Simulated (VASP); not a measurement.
# C (I4_1/amd) in VASP: further runs, part 2 of 3

VASP 6.6.1. Earlier steps stand in the parts before.

### 3 Single point, PBEsol

This run uses another cell than the first one, of the same volume but with other edges.

The input, INCAR:

```
  PREC = Accurate
  ENCUT = 520
  EDIFF = 1E-6
  ISMEAR = 0
  SIGMA = 0.05
  LREAL = False
  LASPH = True
  NELM = 100
  ALGO = Normal
  ISIF = 2
  LWAVE = False
  LCHARG = False
  GGA = PS
  NBANDS = 11
```

The input, KPOINTS:

```
regular mesh
0
Gamma
  12 12 12
```

The input, POSCAR:

```
C
1.0
    0.0000000000      1.8336628511      1.6869698230
    1.8336628511      0.0000000000      1.6869698230
    1.8336628511      1.8336628511      0.0000000000
C
2
Direct
    0.5000000000      0.5000000000      0.5000000000
    0.7500000000      0.7500000000      0.7500000000
```

Potentials or basis: VASP PAW PBE potentials, release 64 (C).

Run with:

```console
> cat potpaw_PBE.64/C/POTCAR > POTCAR
> mpirun -np 1 vasp_std > vasp.out
```

OUTCAR:

```text
PREC = Accurate
   ENCUT = 520
   EDIFF = 1E-6
   ISMEAR = 0
   LREAL = False
   LASPH = True
   NELM = 100
   ISIF = 2
   GGA = PS

 ion  position               nearest neighbor table
   1  0.500  0.500  0.500-   2 1.55   2 1.55   2 1.55   2 1.55
   2  0.750  0.750  0.750-   1 1.55   1 1.55   1 1.55   1 1.55

  LATTYP: Found a body centered tetragonal cell.
 ALAT       =     2.5931908728
 C/A-ratio  =     1.3010764774

  Lattice vectors:

 A1 = (   0.0000000000,  -1.8336628511,  -1.6869698230)
 A2 = (   0.0000000000,   1.8336628511,  -1.6869698230)
 A3 = (   1.8336628511,   0.0000000000,   1.6869698230)

Analysis of symmetry for initial positions (statically):
=====================================================================
 Subroutine PRICEL returns:
 Original cell was already a primitive cell.

 Routine SETGRP: Setting up the symmetry group for a
 body centered tetragonal supercell.

 Subroutine GETGRP returns: Found 16 space group operations
 (whereof  8 operations were pure point group operations)
 out of a pool of 16 trial point group operations.

The static configuration has the point symmetry D_2d.
 The point group associated with its full space group is D_4h.

Analysis of symmetry for dynamics (positions and initial velocities):
=====================================================================
 Subroutine PRICEL returns:
 Original cell was already a primitive cell.

 Routine SETGRP: Setting up the symmetry group for a
 body centered tetragonal supercell.

 Subroutine GETGRP returns: Found 16 space group operations
 (whereof  8 operations were pure point group operations)
 out of a pool of 16 trial point group operations.

The dynamic configuration has the point symmetry D_2d.
 The point group associated with its full space group is D_4h.

 Subroutine INISYM returns: Found 16 space group operations
 (whereof  8 operations are pure point group operations),
 and found     1 'primitive' translations

----------------------------------------------------------------------------------------

                                     Primitive cell

  volume of cell :      11.3443

  direct lattice vectors                    reciprocal lattice vectors
     0.000000000  1.833662851  1.686969823    -0.272678262  0.272678262  0.296389416
     1.833662851  0.000000000  1.686969823     0.272678262 -0.272678262  0.296389416
     1.833662851  1.833662851  0.000000000     0.272678262  0.272678262 -0.296389416

  length of vectors
     2.491623293  2.491623293  2.593190873     0.486367716  0.486367716  0.486367716

  position of ions in fractional coordinates (direct lattice)
     0.500000000  0.500000000  0.500000000
     0.750000000  0.750000000  0.750000000

  ion indices of the primitive-cell ions
   primitive index   ion index
                 1           1
                 2           2

----------------------------------------------------------------------------------------

 KPOINTS: regular mesh

Automatic generation of k-mesh.
 Grid dimensions read from file:
 generate k-points for:   12   12   12

 Generating k-lattice:

  Cartesian coordinates                     Fractional coordinates (reciprocal lattice)
    -0.022723189  0.022723189  0.024699118     0.083333333  0.000000000  0.000000000
     0.022723189 -0.022723189  0.024699118     0.000000000  0.083333333  0.000000000
     0.022723189  0.022723189 -0.024699118    -0.000000000 -0.000000000  0.083333333

  Length of vectors
     0.040530643  0.040530643  0.040530643

  Shift w.r.t. Gamma in fractional coordinates (k-lattice)
     0.000000000  0.000000000  0.000000000

 Subroutine IBZKPT returns following result:
 ===========================================

 Found    163 irreducible k-points:

 Following reciprocal coordinates:
            Coordinates               Weight
  0.000000  0.000000  0.000000      1.000000
  0.083333  0.000000  0.000000      8.000000
  0.166667  0.000000  0.000000      8.000000
  0.250000  0.000000  0.000000      8.000000
  0.333333  0.000000  0.000000      8.000000
  0.416667  0.000000  0.000000      8.000000
[... 16 lines left out ...]
  0.500000  0.166667  0.000000      8.000000
 -0.416667  0.166667  0.000000      8.000000
 [... further k-points ...]
   k-points           NKPTS =    163   k-points in BZ     NKDIM =    163   number of bands    NBANDS=     11
   number of dos      NEDOS =    301   number of ions     NIONS =      2
   total plane-waves  NPLWV =   8000
   dimension x,y,z NGX =    20 NGY =   20 NGZ =   20
   dimension x,y,z NGXF=    40 NGYF=   40 NGZF=   40
   ions per type =               2
   NGX,Y,Z   is equivalent  to a cutoff of  13.34, 13.34, 12.82 a.u.
   NGXF,Y,Z  is equivalent  to a cutoff of  26.69, 26.69, 25.64 a.u.
 SYSTEM =  unknown system
   PREC   = accura    normal or accurate (medium, high low for compatibility)
   ISTART =      0    job   : 0-new  1-cont  2-samecut
   ICHARG =      2    charge: 1-file 2-atom 10-const
   ISPIN  =      1    spin polarized calculation?
   LNONCOLLINEAR =      F non collinear calculations
   LSORBIT =      F    spin-orbit coupling
   LASPH  =      T    aspherical Exc in radial PAW
   ENCUT  =  520.0 eV  38.22 Ry    6.18 a.u.   4.63  4.63  4.82*2*pi/ulx,y,z
   NELM   =    100;   NELMIN=  2; NELMDL= -5     # of ELM steps
   EDIFF  = 0.1E-05   stopping-criterion for ELM
   LREAL  =      F    real-space projection
   EDIFFG = 0.1E-04   stopping-criterion for IOM
   NSW    =      0    number of steps for IOM
   IBRION =     -1    ionic relax: 0-MD 1-quasi-New 2-CG
   NFREE  =      0    steps in history (QN), initial steepest desc. (CG)
   ISIF   =      2    stress and relaxation
   ISYM   =      2    0-nonsym 1-usesym 2-fastsym
   POTIM  = 0.5000    time-step for ionic-motion
   TEBEG  =    0.0;   TEEND  =   0.0 temperature during run
   PSTRESS=    0.0 pullay stress
   NELECT =       8.0000    total number of electrons
   NUPDOWN=      -1.0000    fix difference up-down
   EMIN   =  10.00;   EMAX   =-10.00  energy-range for DOS
   EFERMI =   0.00;   METHOD = LEGACY
   ISMEAR =     0;   SIGMA  =   0.05  broadening in eV -4-tet -1-fermi 0-gaus
   EFERMI_NEDOS =   21; number of points for ismear=-14 and -15
   IALGO  =     38    algorithm
   IMIX   =      4    mixing-type and parameters
     AMIX     =   0.40;   BMIX     =  1.00
     AMIX_MAG =   1.60;   BMIX_MAG =  1.00
  volume/ion in A,a.u.               =       5.67        38.28
  Fermi-wavevector in a.u.,A,eV,Ry     =   1.457178  2.753668 28.890189  2.123369
  Thomas-Fermi vector in A             =   2.574010
   LORBIT       =      0    0 simple, 1 ext, 2 COOP (PROOUT), +10 PAW based schemes
   GGA     = PS    functional components
   LHFCALC =     F    Hartree Fock is set to
   AEXX    =    0.0000 exact exchange contribution
   IVDW    =     0    specifies the selected vdW correction
   LEPSILON=     F    determine dielectric tensor
   LRPA    =     F    only Hartree local field effects (RPA)
 non-spin polarized calculation
 Gauss-broadening in eV      SIGMA  =   0.05
  energy-cutoff  :      520.00
  volume of cell :       11.34
 maximum number of plane-waves:       315
   NGX =  9   NGY =  9   NGZ =  9

 number of electron       8.0000000 magnetization

 Free energy of the ion-electron system (eV)
  ---------------------------------------------------
  ext. energy  EPLUGINS =         0.00000000
  ---------------------------------------------------
  free energy    TOTEN  =       -19.10694458 eV

  energy without entropy =      -19.10694458  energy(sigma->0) =      -19.10694458

 E-fermi :  10.8020     XC(G=0): -13.4412

 val. band max:       10.4826647424   @ k =   0.0000   0.0000   0.0000
 cond. band min:      12.4723921137   @ k =   0.4167   0.4167   0.0000
 fundamental gap:      1.9897273713
 Fermi energy:        10.8020282077

 k-point     1 :       0.0000    0.0000    0.0000
  band No.  band energies     occupation
      1     -11.8019      2.00000
      2       9.3361      2.00000
      3       9.3361      2.00000
      4      10.4827      2.00000
      5      14.6489      0.00000
      6      15.6642      0.00000
      7      15.6642      0.00000
      8      22.9983      0.00000
      9      28.7502      0.00000
     10      34.0581      0.00000
     11      35.5544      0.00000
[... 309 lines left out ...]
 k-point    24 :      -0.4167    0.1667    0.0000
  band No.  band energies     occupation
      1      -5.6929      2.00000
      2      -2.6107      2.00000
      3       5.0915      2.00000
      4       5.3511      2.00000
      5      15.9905      0.00000
      6      19.7479      0.00000
      7      21.5912      0.00000
      8      24.5000      0.00000
      9      28.8324      0.00000
     10      33.7312      0.00000
     11      34.0478      0.00000

 [... further k-points ...]
[... 5 lines left out ...]
  --------------------------------------------------------------------------------------
  -------------------------------------------------------------------------------------
  Total       -1.9100195     -1.9100195      3.0357585      0.0000000      0.0000000      0.0000000
  in kB     -269.7566164   -269.7566164    428.7474195      0.0000000      0.0000000      0.0000000
  external PRESSURE =     -36.9219378 kB  Pullay stress =       0.0000000 kB

 VOLUME and BASIS-vectors are now :
 -----------------------------------------------------------------------------
  energy-cutoff  :      520.00
  volume of cell :       11.34
      direct lattice vectors                 reciprocal lattice vectors
     0.000000000  1.833662851  1.686969823    -0.272678262  0.272678262  0.296389416
     1.833662851  0.000000000  1.686969823     0.272678262 -0.272678262  0.296389416
     1.833662851  1.833662851  0.000000000     0.272678262  0.272678262 -0.296389416

 POSITION                                       TOTAL-FORCE (eV/Angst)
 -----------------------------------------------------------------------------------
      1.83366      1.83366      1.68697        -0.000000     -0.000000     -0.000000
      2.75049      2.75049      2.53045         0.000000      0.000000      0.000000
 -----------------------------------------------------------------------------------
    total drift:                                0.000000     -0.000000      0.000000

  FREE ENERGIE OF THE ION-ELECTRON SYSTEM (eV)
  ---------------------------------------------------
  free  energy   TOTEN  =       -19.1069445762 eV

  energy  without entropy=      -19.1069445762  energy(sigma->0) =      -19.10694458
```

stdout:

```text
POSCAR found type information on POSCAR C
 POSCAR found :  1 types and       2 ions
 scaLAPACK will be used
 -----------------------------------------------------------------------------
|                                                                             |
|                                                                             |
|     You enforced a specific xc type in the INCAR file but a different       |
|     I HOPE YOU KNOW WHAT YOU ARE DOING!                                     |
|                                                                             |
 -----------------------------------------------------------------------------

 LDA part: xc-table for (Slater+PW92), standard interpolation
 POSCAR, INCAR and KPOINTS ok, starting setup
 FFT: planning ... GRIDC
 FFT: planning ... GRID_SOFT
 FFT: planning ... GRID
 WAVECAR not read
 entering main loop
```

It took 7.7 s on 1 thread of Intel Xeon 6975P-C (Granite Rapids), shared host; peak memory 0.12 GiB.

Results:

| Item | Value |
| --- | --- |
| Free energy | -19.1069 eV |
| Pressure | -3.7 GPa |
| Band gap on the k mesh | 1.99 eV, indirect (least direct gap 4.17 eV) |

Levels at points of the mesh, in eV from the valence-band top:
```tsv
k point	band 1	band 2	band 3	band 4	band 5	band 6	band 7	band 8	band 9
(0.00, 0.00, 0.00)	-22.28	-1.15	-1.15	0.00	4.17	5.18	5.18	12.52	18.27
(0.50, 0.00, 0.00)	-16.42	-14.21	-4.27	-2.88	6.52	7.24	9.48	14.81	20.73
(0.50, 0.50, 0.00)	-12.64	-12.64	-7.88	-7.88	2.57	2.57	16.24	16.24	23.00
(0.50, 0.00, 0.50)	-13.95	-13.95	-6.63	-6.63	4.54	4.54	15.54	15.54	21.63
```

Caveat: the PAW data sets were made with another functional, which shifts forces and pressure a little. A k mesh can miss the band edges.

### 4 Single point, PBEsol

This run uses another cell than the first one, of the same volume but with other edges.

The input, INCAR:

```
ALGO = Normal
EDIFF = 1E-6
ENCUT = 520
GGA = PS
ISIF = 2
ISMEAR = 0
LASPH = True
LCHARG = False
LREAL = False
LWAVE = False
NBANDS = 11
NELM = 80
PREC = Accurate
SIGMA = 0.05
```

The input, KPOINTS:

```
k-points
0
Gamma
  12 12 12
```

The input, POSCAR:

```
C
1.0
    0.0000000000      2.0587849117      1.3382101926
    2.0587849117      0.0000000000      1.3382101926
    2.0587849117      2.0587849117      0.0000000000
C
2
Direct
    0.5000000000      0.5000000000      0.5000000000
    0.7500000000      0.7500000000      0.7500000000
```

Run with:

```console
> cat potpaw_PBE.64/C/POTCAR > POTCAR
> mpirun -np 1 vasp_std > vasp.out
```

Run time: 8.2 s. Hardware: 1 thread of Intel Xeon 6975P-C (Granite Rapids), shared host; peak memory 0.13 GiB.

The run converged. Its results:

```yaml
Free_energy: -16.6182 eV
Pressure: -4.7 GPa
Band_gap_on_the_k_mesh: zero (band 4 reaches 13.02 eV, above the bottom of band 5 at 7.75 eV)
```

Stress tensor (GPa, compression positive):
```
-66.21   0.00   0.00
  0.00 -66.21   0.00
  0.00   0.00 118.25
```

Levels at points of the mesh, in eV from the Fermi level:
```csv
k point,band 1,band 2,band 3,band 4,band 5,band 6,band 7,band 8
"(0.00, 0.00, 0.00)",-21.62,-1.75,-1.75,2.99,4.02,8.79,8.79,10.74
"(0.50, 0.00, 0.00)",-14.91,-13.03,-5.21,-1.34,2.42,6.15,10.70,15.12
"(0.50, 0.50, 0.00)",-9.63,-9.63,-8.34,-8.34,-0.35,-0.35,16.79,16.79
"(0.50, 0.00, 0.50)",-14.73,-14.73,-2.80,-2.80,9.47,9.47,10.78,10.78
```

Caveat: the PAW data sets were made with another functional, which shifts forces and pressure a little.

[end of part 2 of 3]
